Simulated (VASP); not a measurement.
Here is a VASP 6.6.1 calculation.

Contents of INCAR:

```
ALGO = Normal ; EDIFF = 1E-6
ENCUT = 520 ; GGA = PS
ISIF = 2 ; ISMEAR = 0
LASPH = T ; LCHARG = T
LELF = T ; LREAL = F
LVHAR = T ; LWAVE = F
NBANDS = 13 ; NELM = 100
PREC = Accurate ; SIGMA = 0.05
```

Contents of KPOINTS:

```
k-points
0
Gamma
  16 16 16
```

Contents of POSCAR:

```
Pb
1.0
    0.0000000000      2.4317701290      2.4317701290
    2.4317701290      0.0000000000      2.4317701290
    2.4317701290      2.4317701290      0.0000000000
Pb
1
Direct
    0.0000000000      0.0000000000      0.0000000000
```

Potentials or basis: VASP PAW PBE potentials, release 64 (Pb_d).

The run is started by

```sh
$ cat potpaw_PBE.64/Pb_d/POTCAR > POTCAR
$ mpirun -np 1 vasp_std > vasp.out
```

(1) Estimate the pressure.

(2) What does it give for the band gap on the k mesh?

Answers

(1) 2.1 GPa.

(2) zero (band 7 reaches 15.54 eV, above the bottom of band 8 at 5.88 eV).

Caveat: the PAW data sets were made with another functional, which shifts forces and pressure a little; spin-orbit coupling is left out, which moves the levels of the heavy elements.
